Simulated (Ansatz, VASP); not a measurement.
# In in VASP and in Ansatz

The input INCAR:

```
PREC = Accurate
ENCUT = 520
EDIFF = 1E-6
ISMEAR = -1
SIGMA = 0.1
LREAL = F
LASPH = T
NELM = 60
ALGO = Normal
ISIF = 2
LWAVE = F
LCHARG = F
GGA = CA
NBANDS = 12
```

Contents of KPOINTS:

```
Automatic mesh
0
Gamma
  8 8 8
```

Contents of POSCAR:

```
In
1.0
    3.3769060122     -0.0000000131     -0.0000000179
    0.2472338521      3.3678434699     -0.0000000179
   -1.8120699199     -1.6839217170      2.2987615081
In
1
Direct
    0.0000000000      0.0000000000      0.0000000000
```

Input for Ansatz:

```yaml
crystal:
  lattice:
    a: 3.376906
    b: 3.376906
    c: 3.376906
    alpha: 122.45293
    beta: 122.45293
    gamma: 85.80144
  atoms:
    - { symbol: In, position: [0.0, 0.0, 0.0] }
kpoints:
  mp_grid:
    grid: [8, 8, 8]
hamiltonian:
  xc: lda
scf:
  occupations:
    method: fermi_dirac
    width: 0.1
output:
  forces: true
  stress: true
```

Alike in both runs: task single point; functional LDA; k mesh 8 × 8 × 8; occupations fermi-dirac, width 0.1 eV; no spin polarisation.

|  | VASP | Ansatz |
| --- | --- | --- |
| version | VASP 6.6.1 | Ansatz 0.2.0 |
| potentials or method | VASP PAW LDA potentials, release 64 (In_d) | plane waves, PAW |
| plane-wave cutoff (eV) | 520 | 420 |
| valence electrons in the cell | 13 | 13 |

```csv
,VASP,Ansatz,Ansatz less VASP
pressure (GPa),-2.6,-2.5,+0.01
"traceless stress, the component that is largest in VASP (GPa)",1.54,1.51,-0.026
```

LDA's correlation is that of Perdew and Zunger in VASP and of Perdew and Wang (1992) in Ansatz.
